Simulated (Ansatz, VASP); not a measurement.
## One calculation of Ca, two programs

File INCAR:

```
SYSTEM = Ca
ALGO     = Fast           ! electronic algorithm
EDIFF    = 1E-6           ! SCF threshold, eV
ENCUT    = 520            ! plane-wave cutoff, eV
ISIF     = 2              ! what is computed and relaxed
ISMEAR   = 0              ! smearing method
LASPH    = .TRUE.         ! aspherical terms in the spheres
LCHARG   = .FALSE.        ! write CHGCAR
LREAL    = .FALSE.        ! projectors in reciprocal space
LWAVE    = .FALSE.        ! write WAVECAR
NBANDS   = 11             ! bands
NELM     = 60             ! most SCF steps
PREC     = Accurate       ! precision mode
SIGMA    = 0.15           ! smearing width, eV
```

Contents of KPOINTS:

```
k-points
0
G
  14 14 14
  0 0 0
```

Contents of POSCAR:

```
Ca
1.0
    3.3316668047      0.0000000000      0.0000000000
    0.0000000000      3.4886563400      0.0000000000
    0.0000000000      0.0000000000      3.4886563400
Ca
1
Direct
    0.0000000000      0.0000000000      0.0000000000
```

Input for Ansatz:

```yaml
crystal:
  lattice:
    - [3.3316668047, 0.0, 0.0]
    - [0.0, 3.48865634, 0.0]
    - [0.0, 0.0, 3.48865634]
  atoms:
    - { symbol: Ca, position: [0.0, 0.0, 0.0] }
basis:
  ecutwfc: 420
kpoints:
  mp_grid: { grid: [14, 14, 14] }
hamiltonian:
  xc: lda
scf:
  occupations: { method: gaussian, width: 0.15 }
output:
  forces: true
  stress: true
  eigenvalues: true
```

Change from the starting cell: strain -0.0450 x Voigt [1, 0, 0, 0, 0, 0], atoms carried along.

Alike in both runs: task single point; functional LDA; k mesh 14 × 14 × 14; occupations gaussian, width 0.15 eV; no spin polarisation.

|  | VASP | Ansatz |
| --- | --- | --- |
| version | VASP 6.6.1 | Ansatz 0.2.0 |
| potentials or method | VASP PAW LDA potentials, release 64 (Ca_sv), cutoff 520 eV | scalar-relativistic, plane waves, PAW |
| valence electrons in the cell | 10 | 10 |

```csv
,VASP,Ansatz,Ansatz less VASP
gap on the k mesh at the Fermi level (eV),none,none,-
pressure (GPa),-0.7,-0.7,0.00
"traceless stress, the component that is largest in VASP (GPa)",1.83,1.82,-0.015
```

LDA's correlation is that of Perdew and Zunger in VASP and of Perdew and Wang (1992) in Ansatz. A gap of «none» marks a metal or a gap that the smearing closes.
